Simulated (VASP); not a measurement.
The system is Al3BSb2.

```
CELL_PARAMETERS angstrom
4.89968 0.00000 0.00000
-2.44984 4.24324 0.00000
0.00000 0.00000 6.10251
ATOMIC_POSITIONS crystal
Al 0.50000 0.00000 0.50000
Al 0.00000 0.50000 0.50000
Al 0.50000 0.50000 0.50000
B 0.00000 0.00000 0.00000
Sb 0.33333 0.66667 0.00000
Sb 0.66667 0.33333 0.00000
```

The cell was built from a structure type or drawn by symmetry, and may not be a known phase.

- Program: VASP 6.6.1
- Task: relaxation of cell and atoms
- Functional: PBE
- Potentials or basis: VASP PAW PBE potentials, release 64 (Al, B, Sb)
- Cutoff: 500 eV
- k mesh: 4 × 4 × 3
- Occupations: gaussian, width 0.2 eV
- Spin: no spin polarisation

At the start: pressure 8.1 GPa; volume 21.15 Å³/atom.

Task: Where does the relaxation end?

Result: Over 6 steps the energy falls by 129.7 meV/atom and the volume is 22.54 Å³/atom (+6.6 %); space group P6/mmm (No. 191, to 0.1 Å) before and after.

The path:
```tsv
step	energy change (eV)	largest force (eV/Å)	pressure (GPa)	volume (Å³)
1	0.0000	0.0000	8.08	126.87
2	-0.5929	0.0000	-3.75	146.63
3	-0.7475	0.0000	-1.33	139.64
4	-0.7476	0.0000	-1.21	139.38
5	-0.7755	0.0000	-0.47	136.43
6	-0.7783	0.0000	-0.12	135.26
```

Final structure:
```yaml
crystal:
  lattice:
    - [5.18782, 0.00000, 0.00000]
    - [-2.59391, 4.49279, 0.00000]
    - [0.00000, 0.00000, 5.80308]
  atoms:
    - { symbol: Al, position: [0.50000, 0.00000, 0.50000] }
    - { symbol: Al, position: [0.00000, 0.50000, 0.50000] }
    - { symbol: Al, position: [0.50000, 0.50000, 0.50000] }
    - { symbol: B, position: [0.00000, 0.00000, 0.00000] }
    - { symbol: Sb, position: [0.33333, 0.66667, 0.00000] }
    - { symbol: Sb, position: [0.66667, 0.33333, 0.00000] }
```

Caveat: the k points lie up to 0.36 Å⁻¹ apart in the final cell, too coarse for converged energies and pressures of a metal.
